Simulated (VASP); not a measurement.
Set up this calculation in VASP 6.6.1, as the native input.

```
Task                   : single point
Functional             : LDA
Potentials or basis    : VASP PAW LDA potentials, release 64 (Hf_pv, C)
Cutoff                 : 520 eV
k mesh                 : 10 × 10 × 10
Occupations            : fermi-dirac, width 0.05 eV
Spin                   : no spin polarisation
Dipole correction      : no
Further INCAR settings : ALGO = Normal; EDIFF = 1e-06; NBANDS = 14
```

The structure of HfC lies in POSCAR:

```
HfC
1.0
    0.0000000000      2.2775377028      2.2775377028
    2.2775377028      0.0000000000      2.2775377028
    2.2775377028      2.2775377028      0.0000000000
Hf C
1 1
Direct
    0.5000000000      0.5000000000      0.5000000000
    0.0000000000      0.0000000000      0.0000000000
```

This cell differs from its parent crystal: volume scaled by 0.94.

One way to write it, as run:

INCAR

```
PREC     = Accurate       # precision mode
ENCUT    = 520            # plane-wave cutoff, eV
EDIFF    = 1E-6           # SCF threshold, eV
ISMEAR   = -1             # smearing method
SIGMA    = 0.05           # smearing width, eV
LREAL    = False          # projectors in reciprocal space
LASPH    = True           # aspherical terms in the spheres
NELM     = 80             # most SCF steps
ALGO     = Normal         # electronic algorithm
ISIF     = 2              # what is computed and relaxed
LWAVE    = False          # write WAVECAR
LCHARG   = True           # write CHGCAR
GGA      = CA             # functional
LELF     = True           # ELF
LVHAR    = True         
NBANDS   = 14             # bands
```

KPOINTS

```
regular mesh
0
Gamma
  10 10 10
```

Potentials or basis: VASP PAW LDA potentials, release 64 (Hf_pv, C).

The run is started by

```console
$ cat potpaw_LDA.64/Hf_pv/POTCAR potpaw_LDA.64/C/POTCAR > POTCAR
$ mpirun -np 1 vasp_std > vasp.out
```

It gave:

The pressure is 3.8 GPa and the band gap on the k mesh is zero (band 7 reaches 7.41 eV, above the bottom of band 8 at 5.97 eV).

Caveat: spin-orbit coupling is left out, which moves the levels of the heavy elements.

Run time: 6.9 s on 1 thread of AMD EPYC 9R45 96-Core Processor (Zen 5) (shared host), peak memory 0.11 GiB.
